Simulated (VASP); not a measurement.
Set up this calculation in VASP 6.6.1, as the native input.

* Task: single point
* Functional: PBE0
* Potentials or basis: VASP PAW PBE potentials, release 64 (Tc_pv)
* Cutoff: 520 eV
* k mesh: 7 × 7 × 7
* Occupations: fermi-dirac, width 0.05 eV
* Spin: no spin polarisation
* Dipole correction: no
* Grid for exact exchange (PRECFOCK): Normal
* Further INCAR settings: ALGO = Normal; EDIFF = 1e-06; NBANDS = 12
* Share of exact exchange: 0.25

Crystal: Tc.

```
CELL_PARAMETERS angstrom
0.00000 1.95000 1.95000
1.95000 0.00000 1.95000
1.95000 1.95000 0.00000
ATOMIC_POSITIONS crystal
Tc 0.00000 0.00000 0.00000
```

This isn't the form of Tc at room conditions, which is hcp.

These files were run (other wordings do the same):

POSCAR

```
Tc
1.0
    0.0000000000      1.9500000000      1.9500000000
    1.9500000000      0.0000000000      1.9500000000
    1.9500000000      1.9500000000      0.0000000000
Tc
1
Direct
    0.0000000000      0.0000000000      0.0000000000
```

INCAR.step1

```
SYSTEM = Tc
PREC     = Accurate       ! precision mode
ENCUT    = 520            ! plane-wave cutoff, eV
EDIFF    = 1E-5           ! SCF threshold, eV
ISMEAR   = -1             ! smearing method
SIGMA    = 0.05           ! smearing width, eV
LREAL    = .FALSE.        ! projectors in reciprocal space
LASPH    = .TRUE.         ! aspherical terms in the spheres
NELM     = 80             ! most SCF steps
ALGO     = Normal         ! electronic algorithm
ISIF     = 2              ! what is computed and relaxed
LWAVE    = .TRUE.         ! write WAVECAR
LCHARG   = .FALSE.        ! write CHGCAR
GGA      = PE             ! functional
NBANDS   = 12             ! bands
```

INCAR.step2

```
SYSTEM = Tc
PREC     = Accurate       ! precision mode
ENCUT    = 520            ! plane-wave cutoff, eV
EDIFF    = 1E-6           ! SCF threshold, eV
ISMEAR   = -1             ! smearing method
SIGMA    = 0.05           ! smearing width, eV
LREAL    = .FALSE.        ! projectors in reciprocal space
LASPH    = .TRUE.         ! aspherical terms in the spheres
NELM     = 80             ! most SCF steps
ALGO     = Normal         ! electronic algorithm
ISIF     = 2              ! what is computed and relaxed
LWAVE    = .FALSE.        ! write WAVECAR
LCHARG   = .FALSE.        ! write CHGCAR
GGA      = PE             ! functional
LHFCALC  = .TRUE.         ! exact exchange
AEXX     = 0.25           ! exact-exchange fraction
PRECFOCK = Normal       
ISTART   = 1            
NBANDS   = 12             ! bands
```

KPOINTS

```
regular mesh
0
G
  7 7 7
  0 0 0
```

Potentials or basis: VASP PAW PBE potentials, release 64 (Tc_pv).

Command:

```bash
$ cat potpaw_PBE.64/Tc_pv/POTCAR > POTCAR
$ cp INCAR.step1 INCAR
$ mpirun -np 1 vasp_std > vasp.out
$ cp INCAR.step2 INCAR
$ mpirun -np 1 vasp_std > vasp.out
```

It gave:

```
Pressure               : -18.2 GPa
Band gap on the k mesh : zero (an odd number of electrons rules out a gap without spin polarisation)
```

Caveat: the k points lie up to 0.40 Å⁻¹ apart, too coarse for converged energies and pressures of a metal; the PAW data sets were made with another functional, which shifts forces and pressure a little.

It took 23 min on 1 thread of Oxide Virtual Turin-like Processor (shared host), peak memory 0.12 GiB.
